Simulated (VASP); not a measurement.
**Sb: relaxation of cell and atoms with PBE**

The system is Sb.

```
CELL_PARAMETERS angstrom
-1.42534 1.42534 1.42534
1.42534 -1.42534 1.42534
1.42534 1.42534 -1.42534
ATOMIC_POSITIONS crystal
Sb 0.00000 0.00000 0.00000
```

This isn't the form of Sb at room conditions, which is rhombohedral.

- Program: VASP 6.6.1
- Task: relaxation of cell and atoms
- Functional: PBE
- Potentials or basis: VASP PAW PBE potentials, release 64 (Sb)
- Cutoff: 600 eV
- k mesh: 19 × 19 × 19
- Occupations: fermi-dirac, width 0.1 eV
- Spin: no spin polarisation
- Target pressure: 370 GPa
- Dipole correction: no
- Further INCAR settings: ALGO = Normal; EDIFF = 1e-06; IBRION = 2; EDIFFG = -0.005; NSW = 32; ISIF = 3

```json
{
  "Relaxed volume": "11.69 Å³/atom",
  "Relaxed cell": "a = 2.476 Å, b = 2.476 Å, c = 2.476 Å, α = 109.47°, β = 109.47°, γ = 109.47°",
  "Space group after relaxing (to 0.1 Å)": "Im-3m (No. 229)",
  "Energy change on relaxing (the run minimises the enthalpy)": "-246.4 meV/atom",
  "Ionic steps": "4",
  "Pressure after relaxing": "370.0 GPa",
  "Band gap on the k mesh": "zero (an odd number of electrons rules out a gap without spin polarisation)"
}
```

Step by step:
```
step  energy change (eV)  largest force (eV/Å)  pressure (GPa)  volume (Å³)
   1              0.0000                0.0000          382.09        11.58
   2             -2.9208                0.0000          242.61        13.11
   3             -0.2629                0.0000          369.18        11.70
   4             -0.2464                0.0000          369.98        11.69
```

Final structure:
```cif
data_structure
_symmetry_space_group_name_H-M 'P 1'
_symmetry_Int_Tables_number 1
_cell_length_a 2.4762
_cell_length_b 2.4762
_cell_length_c 2.4762
_cell_angle_alpha 109.471
_cell_angle_beta 109.471
_cell_angle_gamma 109.471
_cell_volume 11.69
loop_
_atom_site_label
_atom_site_type_symbol
_atom_site_fract_x
_atom_site_fract_y
_atom_site_fract_z
_atom_site_occupancy
Sb1 Sb 0.00000 0.00000 0.00000 1
```

Levels at points of the mesh, in eV from the Fermi level:
```tsv
k point	band 1	band 2	band 3	band 4	band 5	band 6
(0.00, 0.00, 0.00)	-23.48	10.19	10.19	10.19	13.93	13.93
```

Run time: 44 s on 1 thread of Intel(R) Xeon(R) Platinum 8375C CPU @ 2.90GHz (Ice Lake) (shared host), peak memory 0.15 GiB.

Caveat: the cell is relaxed towards a set pressure, so the run minimises the enthalpy, not the energy; spin-orbit coupling is left out, which moves the levels of the heavy elements.
